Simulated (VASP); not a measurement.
# Si2Mo (I4/mmm) in VASP: further runs

The runs below take Si2Mo through single point, relaxation of shape and atoms at fixed volume, with PBE.

Program: VASP 6.6.1. These are calculated values, not measurements. Logs are shortened: lines on timing, memory, paths and dates and some standing lists are left out, and cuts for length are marked.

### 1 The cell of the first run

Symmetry: I4/mmm, No. 139, tetragonal system. The conventional cell has a = 3.284 Å, b = 3.284 Å, c = 8.008 Å, α = 90.00°, β = 90.00°, γ = 90.00°. Within 3.5 Å of Si (site symmetry 4mm) lie 9 Si at 2.63 to 3.28 Å and 5 Mo at 2.67 to 2.69 Å. Mo (site symmetry 4/mmm) has 10 Si at 2.67 to 2.69 Å and 4 Mo at 3.28 Å within 3.5 Å.

### 2 Single point, PBE (14.39 Å³/atom)

File INCAR:

```
PREC = Accurate
ENCUT = 520
EDIFF = 1E-6
ISMEAR = 0
SIGMA = 0.1
LREAL = False
LASPH = True
NELM = 100
ALGO = Normal
ISIF = 2
LWAVE = False
LCHARG = True
GGA = PE
LELF = True
LVHAR = True
NBANDS = 18
```

File KPOINTS:

```
Automatic mesh
0
Gamma
  18 18 18
```

File POSCAR:

```
Si2Mo
1.0
   -1.6419119522      1.6419119522      4.0042244744
    1.6419119522     -1.6419119522      4.0042244744
    1.6419119522      1.6419119522     -4.0042244744
Si Mo
2 1
Direct
    0.3361071289      0.3361071289      0.0000000000
    0.6638928711      0.6638928711      0.0000000000
    0.0000000000      0.0000000000      0.0000000000
```

Potentials or basis: VASP PAW PBE potentials, release 64 (Si, Mo_sv).

On the command line:

```console
$ cat potpaw_PBE.64/Si/POTCAR potpaw_PBE.64/Mo_sv/POTCAR > POTCAR
$ mpirun -np 1 vasp_std > vasp.out
```

OUTCAR:

```text
PREC = Accurate
   ENCUT = 520
   EDIFF = 1E-6
   ISMEAR = 0
   LREAL = False
   LASPH = True
   NELM = 100
   ISIF = 2
   GGA = PE

 ion  position               nearest neighbor table
   1  0.336  0.336  0.000-   2 2.63   3 2.67   3 2.67   3 2.67   3 2.67   3 2.69   2 2.70   2 2.70
                             2 2.70   2 2.70
   2  0.664  0.664  0.000-   1 2.63   3 2.67   3 2.67   3 2.67   3 2.67   3 2.69   1 2.70   1 2.70
                             1 2.70   1 2.70
   3  0.000  0.000  0.000-   2 2.67   2 2.67   2 2.67   1 2.67   2 2.67   1 2.67   1 2.67   1 2.67
                             1 2.69   2 2.69

  LATTYP: Found a body centered tetragonal cell.
 ALAT       =     3.2838239044
 C/A-ratio  =     2.4387571264

  Lattice vectors:

 A1 = (  -1.6419119522,   1.6419119522,   4.0042244744)
 A2 = (   1.6419119522,  -1.6419119522,   4.0042244744)
 A3 = (   1.6419119522,   1.6419119522,  -4.0042244744)

Analysis of symmetry for initial positions (statically):
=====================================================================
 Subroutine PRICEL returns:
 Original cell was already a primitive cell.

 Routine SETGRP: Setting up the symmetry group for a
 body centered tetragonal supercell.

 Subroutine GETGRP returns: Found 16 space group operations
 (whereof 16 operations were pure point group operations)
 out of a pool of 16 trial point group operations.

The static configuration has the point symmetry D_4h.

Analysis of symmetry for dynamics (positions and initial velocities):
=====================================================================
 Subroutine PRICEL returns:
 Original cell was already a primitive cell.

 Routine SETGRP: Setting up the symmetry group for a
 body centered tetragonal supercell.

 Subroutine GETGRP returns: Found 16 space group operations
 (whereof 16 operations were pure point group operations)
 out of a pool of 16 trial point group operations.

The dynamic configuration has the point symmetry D_4h.

 Subroutine INISYM returns: Found 16 space group operations
 (whereof 16 operations are pure point group operations),
 and found     1 'primitive' translations

----------------------------------------------------------------------------------------

                                     Primitive cell

  volume of cell :      43.1796

  direct lattice vectors                    reciprocal lattice vectors
    -1.641911952  1.641911952  4.004224474     0.000000000  0.304523028  0.124868124
     1.641911952 -1.641911952  4.004224474     0.304523028  0.000000000  0.124868124
     1.641911952  1.641911952 -4.004224474     0.304523028  0.304523028  0.000000000

  length of vectors
     4.628775579  4.628775579  4.628775579     0.329129645  0.329129645  0.430660597

  position of ions in fractional coordinates (direct lattice)
     0.336107129  0.336107129  0.000000000
     0.663892871  0.663892871  0.000000000
     0.000000000  0.000000000  0.000000000

  ion indices of the primitive-cell ions
   primitive index   ion index
                 1           1
                 2           2
                 3           3

----------------------------------------------------------------------------------------

 KPOINTS: Automatic mesh

Automatic generation of k-mesh.
 Grid dimensions read from file:
 generate k-points for:   18   18   18

 Generating k-lattice:

  Cartesian coordinates                     Fractional coordinates (reciprocal lattice)
     0.000000000  0.016917946  0.006937118     0.055555556 -0.000000000  0.000000000
     0.016917946  0.000000000  0.006937118    -0.000000000  0.055555556  0.000000000
     0.016917946  0.016917946  0.000000000     0.000000000  0.000000000  0.055555556

  Length of vectors
     0.018284980  0.018284980  0.023925589

  Shift w.r.t. Gamma in fractional coordinates (k-lattice)
     0.000000000  0.000000000  0.000000000

 Subroutine IBZKPT returns following result:
 ===========================================

 Found    480 irreducible k-points:

 Following reciprocal coordinates:
            Coordinates               Weight
  0.000000  0.000000  0.000000      1.000000
  0.055556 -0.000000  0.000000      8.000000
  0.111111 -0.000000  0.000000      8.000000
  0.166667  0.000000  0.000000      8.000000
  0.222222 -0.000000  0.000000      8.000000
  0.277778 -0.000000  0.000000      8.000000
[... 16 lines left out ...]
 -0.277778  0.055556 -0.000000     16.000000
 -0.222222  0.055556  0.000000     16.000000
 [... further k-points ...]
   k-points           NKPTS =    480   k-points in BZ     NKDIM =    480   number of bands    NBANDS=     18
   number of dos      NEDOS =    301   number of ions     NIONS =      3
   total plane-waves  NPLWV =  46656
   dimension x,y,z NGX =    36 NGY =   36 NGZ =   36
   dimension x,y,z NGXF=    72 NGYF=   72 NGZF=   72
   ions per type =               2   1
   NGX,Y,Z   is equivalent  to a cutoff of  12.93, 12.93, 12.93 a.u.
   NGXF,Y,Z  is equivalent  to a cutoff of  25.86, 25.86, 25.86 a.u.
 SYSTEM =  unknown system
   PREC   = accura    normal or accurate (medium, high low for compatibility)
   ISTART =      0    job   : 0-new  1-cont  2-samecut
   ICHARG =      2    charge: 1-file 2-atom 10-const
   ISPIN  =      1    spin polarized calculation?
   LNONCOLLINEAR =      F non collinear calculations
   LSORBIT =      F    spin-orbit coupling
   LASPH  =      T    aspherical Exc in radial PAW
   ENCUT  =  520.0 eV  38.22 Ry    6.18 a.u.   8.61  8.61  8.61*2*pi/ulx,y,z
   NELM   =    100;   NELMIN=  2; NELMDL= -5     # of ELM steps
   EDIFF  = 0.1E-05   stopping-criterion for ELM
   LREAL  =      F    real-space projection
   EDIFFG = 0.1E-04   stopping-criterion for IOM
   NSW    =      0    number of steps for IOM
   IBRION =     -1    ionic relax: 0-MD 1-quasi-New 2-CG
   NFREE  =      0    steps in history (QN), initial steepest desc. (CG)
   ISIF   =      2    stress and relaxation
   ISYM   =      2    0-nonsym 1-usesym 2-fastsym
   POTIM  = 0.5000    time-step for ionic-motion
   TEBEG  =    0.0;   TEEND  =   0.0 temperature during run
   PSTRESS=    0.0 pullay stress
   NELECT =      22.0000    total number of electrons
   NUPDOWN=      -1.0000    fix difference up-down
   EMIN   =  10.00;   EMAX   =-10.00  energy-range for DOS
   EFERMI =   0.00;   METHOD = LEGACY
   ISMEAR =     0;   SIGMA  =   0.10  broadening in eV -4-tet -1-fermi 0-gaus
   EFERMI_NEDOS =   21; number of points for ismear=-14 and -15
   IALGO  =     38    algorithm
   IMIX   =      4    mixing-type and parameters
     AMIX     =   0.40;   BMIX     =  1.00
     AMIX_MAG =   1.60;   BMIX_MAG =  1.00
  volume/ion in A,a.u.               =      14.39        97.13
  Fermi-wavevector in a.u.,A,eV,Ry     =   1.307544  2.470900 23.261494  1.709672
  Thomas-Fermi vector in A             =   2.438272
   LORBIT       =      0    0 simple, 1 ext, 2 COOP (PROOUT), +10 PAW based schemes
   GGA     = PE    functional components
   LHFCALC =     F    Hartree Fock is set to
   AEXX    =    0.0000 exact exchange contribution
   IVDW    =     0    specifies the selected vdW correction
   LEPSILON=     F    determine dielectric tensor
   LRPA    =     F    only Hartree local field effects (RPA)
 non-spin polarized calculation
 Gauss-broadening in eV      SIGMA  =   0.10
  energy-cutoff  :      520.00
  volume of cell :       43.18
 maximum number of plane-waves:      1184
   NGX = 17   NGY = 17   NGZ = 17

 number of electron      22.0000000 magnetization

 Free energy of the ion-electron system (eV)
  ---------------------------------------------------
  ext. energy  EPLUGINS =         0.00000000
  ---------------------------------------------------
  free energy    TOTEN  =       -23.18099936 eV

  energy without entropy =      -23.17977279  energy(sigma->0) =      -23.18038607

 E-fermi :  11.2088     XC(G=0): -12.0944

 val. band max:       11.2018471058   @ k =  -0.1667  -0.1667   0.1111
 cond. band min:      11.2100105178   @ k =  -0.2778  -0.2778   0.2222
 fundamental gap:      0.0081634120
 Fermi energy:        11.2088464911

 k-point     1 :       0.0000    0.0000    0.0000
  band No.  band energies     occupation
      1     -49.5916      2.00000
      2     -23.6893      2.00000
      3     -23.6606      2.00000
      4     -23.6606      2.00000
      5      -1.6400      2.00000
      6       5.2517      2.00000
[... 10 lines left out ...]
     17      15.9787      0.00000
     18      15.9787      0.00000

 k-point     2 :       0.0556   -0.0000    0.0000
  band No.  band energies     occupation
      1     -49.5912      2.00000
      2     -23.6888      2.00000
      3     -23.6665      2.00000
      4     -23.6601      2.00000
      5      -1.5873      2.00000
      6       5.2454      2.00000
[... 10 lines left out ...]
     17      16.0115      0.00000
     18      16.3630      0.00000

 k-point     3 :       0.1111   -0.0000    0.0000
  band No.  band energies     occupation
      1     -49.5901      2.00000
      2     -23.6876      2.00000
      3     -23.6832      2.00000
      4     -23.6585      2.00000
      5      -1.4303      2.00000
      6       5.2161      2.00000
[... 10 lines left out ...]
     17      16.1765      0.00000
     18      17.1907      0.00000

 k-point     4 :       0.1667    0.0000    0.0000
  band No.  band energies     occupation
      1     -49.5884      2.00000
      2     -23.7089      2.00000
      3     -23.6856      2.00000
      4     -23.6562      2.00000
      5      -1.1724      2.00000
      6       5.1274      2.00000
[... 375 lines left out ...]
      4     -23.6527      2.00000
      5       0.1102      2.00000
      6       4.1628      2.00000
[... 10 lines left out ...]
     17      17.9013      0.00000
     18      19.2984      0.00000

 k-point    23 :      -0.2778    0.0556   -0.0000
  band No.  band energies     occupation
      1     -49.5837      2.00000
      2     -23.7725      2.00000
      3     -23.6795      2.00000
      4     -23.6557      2.00000
      5      -0.3990      2.00000
      6       4.7401      2.00000
[... 10 lines left out ...]
     17      17.5494      0.00000
     18      19.2164      0.00000

 k-point    24 :      -0.2222    0.0556    0.0000
  band No.  band energies     occupation
      1     -49.5859      2.00000
      2     -23.7395      2.00000
      3     -23.6821      2.00000
      4     -23.6589      2.00000
      5      -0.8276      2.00000
      6       5.1765      2.00000
[... 10 lines left out ...]
     17      16.9527      0.00000
     18      19.3595      0.00000

 [... further k-points ...]

------------------------ aborting loop because EDIFF is reached ----------------------------------------

  FORCE on cell =-STRESS in cart. coord.  units (eV):
  Direction    XX          YY          ZZ          XY          YZ          ZX
  --------------------------------------------------------------------------------------
  -------------------------------------------------------------------------------------
  Total       -2.7643494     -2.7643494     -2.7804231      0.0000000      0.0000000     -0.0000000
  in kB     -102.5711863   -102.5711863   -103.1676031      0.0000000      0.0000000     -0.0000000
  external PRESSURE =    -102.7699919 kB  Pullay stress =       0.0000000 kB

 VOLUME and BASIS-vectors are now :
 -----------------------------------------------------------------------------
  energy-cutoff  :      520.00
  volume of cell :       43.18
      direct lattice vectors                 reciprocal lattice vectors
    -1.641911952  1.641911952  4.004224474     0.000000000  0.304523028  0.124868124
     1.641911952 -1.641911952  4.004224474     0.304523028  0.000000000  0.124868124
     1.641911952  1.641911952 -4.004224474     0.304523028  0.304523028  0.000000000

 POSITION                                       TOTAL-FORCE (eV/Angst)
 -----------------------------------------------------------------------------------
      0.00000      0.00000      2.69170        -0.000000     -0.000000     -0.004913
      0.00000      0.00000      5.31675         0.000000      0.000000      0.004913
      0.00000      0.00000      0.00000        -0.000000     -0.000000     -0.000000
 -----------------------------------------------------------------------------------
    total drift:                               -0.000000      0.000000      0.000000

  FREE ENERGIE OF THE ION-ELECTRON SYSTEM (eV)
  ---------------------------------------------------
  free  energy   TOTEN  =       -23.1809993569 eV

  energy  without entropy=      -23.1797727931  energy(sigma->0) =      -23.18038607
```

Run time: 8.9 min. Hardware: 1 thread of Intel Xeon Platinum 8259CL at 2.50GHz (Skylake/Cascade Lake), shared host; peak memory 0.48 GiB.

What came out:

- Free energy: -23.1810 eV
- Pressure: -10.3 GPa
- Largest force: 0.005 eV/Å
- Band gap on the k mesh: zero (bands 11 and 12 overlap by 0.87 eV)

Forces on the atoms (eV/Å):
```
Si   0.000  0.000 -0.005
Si   0.000  0.000  0.005
Mo   0.000  0.000  0.000
```

Levels at points of the mesh, in eV from the Fermi level:
| k point | band 9 | band 10 | band 11 | band 12 | band 13 | band 14 |
| --- | --- | --- | --- | --- | --- | --- |
| (0.00, 0.00, 0.00) | -2.41 | -2.41 | 0.31 | 2.77 | 3.24 | 3.24 |
| (0.50, 0.00, 0.00) | -2.41 | -2.30 | -0.42 | 2.01 | 3.00 | 3.55 |
| (0.50, 0.50, 0.00) | -4.14 | -2.75 | -1.23 | 2.05 | 2.43 | 2.96 |
| (0.50, 0.50, 0.50) | -0.51 | -0.51 | -0.47 | -0.47 | 0.42 | 4.34 |

Caveat: the cell stands under tension.

### 3 Single point, PBE (14.94 Å³/atom)

This run uses another cell than the first one, of 14.94 Å³/atom.

File INCAR:

```
SYSTEM = Si2Mo
  PREC = Accurate
  ENCUT = 520
  EDIFF = 1E-6
  ISMEAR = 0
  SIGMA = 0.1
  LREAL = .False.
  LASPH = .True.
  NELM = 60
  ALGO = Normal
  ISIF = 2
  LWAVE = .False.
  LCHARG = .False.
  GGA = PE
  NBANDS = 18
```

File KPOINTS:

```
Automatic mesh
0
Gamma
  18 18 18
  0 0 0
```

File POSCAR:

```
Si2Mo
1.0
   -1.6634374219      1.6634374219      4.0484802907
    1.6634374219     -1.6634374219      4.0484802907
    1.6634374219      1.6634374219     -4.0484802907
Si Mo
2 1
Direct
    0.3368314532      0.3368314532      0.0000000000
    0.6631685468      0.6631685468      0.0000000000
    0.0000000000      0.0000000000      0.0000000000
```

Potentials or basis: VASP PAW PBE potentials, release 64 (Si, Mo_sv).

On the command line:

```console
$ cat potpaw_PBE.64/Si/POTCAR potpaw_PBE.64/Mo_sv/POTCAR > POTCAR
$ mpirun -np 1 vasp_std > vasp.out
```

OUTCAR:

```text
SYSTEM = Si2Mo
   PREC = Accurate
   ENCUT = 520
   EDIFF = 1E-6
   ISMEAR = 0
   LREAL = .False.
   LASPH = .True.
   NELM = 60
   ISIF = 2
   GGA = PE

 ion  position               nearest neighbor table
   1  0.337  0.337  0.000-   2 2.64   3 2.70   3 2.70   3 2.70   3 2.70   3 2.73   2 2.74   2 2.74
                             2 2.74   2 2.74
   2  0.663  0.663  0.000-   1 2.64   3 2.70   3 2.70   3 2.70   3 2.70   3 2.73   1 2.74   1 2.74
                             1 2.74   1 2.74
   3  0.000  0.000  0.000-   2 2.70   2 2.70   1 2.70   2 2.70   1 2.70   1 2.70   2 2.70   1 2.70
                             1 2.73   2 2.73

  LATTYP: Found a body centered tetragonal cell.
 ALAT       =     3.3268748438
 C/A-ratio  =     2.4338037833

  Lattice vectors:

 A1 = (  -1.6634374219,   1.6634374219,   4.0484802907)
 A2 = (   1.6634374219,  -1.6634374219,   4.0484802907)
 A3 = (   1.6634374219,   1.6634374219,  -4.0484802907)

Analysis of symmetry for initial positions (statically):
=====================================================================
 Subroutine PRICEL returns:
 Original cell was already a primitive cell.

 Routine SETGRP: Setting up the symmetry group for a
 body centered tetragonal supercell.

[... 172 lines left out ...]
 fundamental gap:      0.0846130108
 Fermi energy:        10.6803210278

 k-point     1 :       0.0000    0.0000    0.0000
  band No.  band energies     occupation
      1     -50.1617      2.00000
      2     -24.2349      2.00000
      3     -24.2270      2.00000
      4     -24.2270      2.00000
      5      -1.8754      2.00000
      6       4.9361      2.00000
[... 481 lines left out ...]
      5      -1.0899      2.00000
      6       4.7926      2.00000
[... 10 lines left out ...]
     17      16.1873      0.00000
     18      18.7029      0.00000

 [... further k-points ...]

------------------------ aborting loop because EDIFF is reached ----------------------------------------

  FORCE on cell =-STRESS in cart. coord.  units (eV):
  Direction    XX          YY          ZZ          XY          YZ          ZX
  --------------------------------------------------------------------------------------
  -------------------------------------------------------------------------------------
  Total       -4.3389436     -4.3389436     -4.3526553      0.0000000      0.0000000      0.0000000
  in kB     -155.1420870   -155.1420870   -155.6323607      0.0000000      0.0000000      0.0000000
  external PRESSURE =    -155.3055116 kB  Pullay stress =       0.0000000 kB

 VOLUME and BASIS-vectors are now :
 -----------------------------------------------------------------------------
  energy-cutoff  :      520.00
  volume of cell :       44.81
      direct lattice vectors                 reciprocal lattice vectors
    -1.663437422  1.663437422  4.048480291     0.000000000  0.300582392  0.123503133
     1.663437422 -1.663437422  4.048480291     0.300582392  0.000000000  0.123503133
     1.663437422  1.663437422 -4.048480291     0.300582392  0.300582392  0.000000000

 POSITION                                       TOTAL-FORCE (eV/Angst)
 -----------------------------------------------------------------------------------
      0.00000      0.00000      2.72731         0.000000      0.000000     -0.003839
      0.00000      0.00000      5.36965         0.000000      0.000000      0.003839
      0.00000      0.00000      0.00000        -0.000000     -0.000000      0.000000
 -----------------------------------------------------------------------------------
    total drift:                               -0.000000      0.000000      0.000000

  FREE ENERGIE OF THE ION-ELECTRON SYSTEM (eV)
  ---------------------------------------------------
  free  energy   TOTEN  =       -23.0488333496 eV

  energy  without entropy=      -23.0475467175  energy(sigma->0) =      -23.04819003
```

stdout:

```text
POSCAR found type information on POSCAR SiMo
 POSCAR found :  2 types and       3 ions
 scaLAPACK will be used
 LDA part: xc-table for (Slater+PW92), standard interpolation
 POSCAR, INCAR and KPOINTS ok, starting setup
 FFT: planning ... GRIDC
 FFT: planning ... GRID_SOFT
 FFT: planning ... GRID
 WAVECAR not read
 entering main loop
```

Run time: 7.8 min. Hardware: 1 thread of Intel Xeon Platinum 8259CL at 2.50GHz (Skylake/Cascade Lake), shared host; peak memory 0.48 GiB.

What came out:

```yaml
Free_energy: -23.0488 eV
Pressure: -15.5 GPa
Largest_force: 0.004 eV/Å
Band_gap_on_the_k_mesh: zero (bands 11 and 12 overlap by 0.82 eV)
```

Forces on the atoms (eV/Å):
```
Si   0.000  0.000 -0.004
Si   0.000  0.000  0.004
Mo   0.000  0.000  0.000
```

Caveat: the cell stands under tension.

(Part 1 of 2 ends here.)

The gap in the log of VASP goes by the Fermi energy; the results here count the filled bands.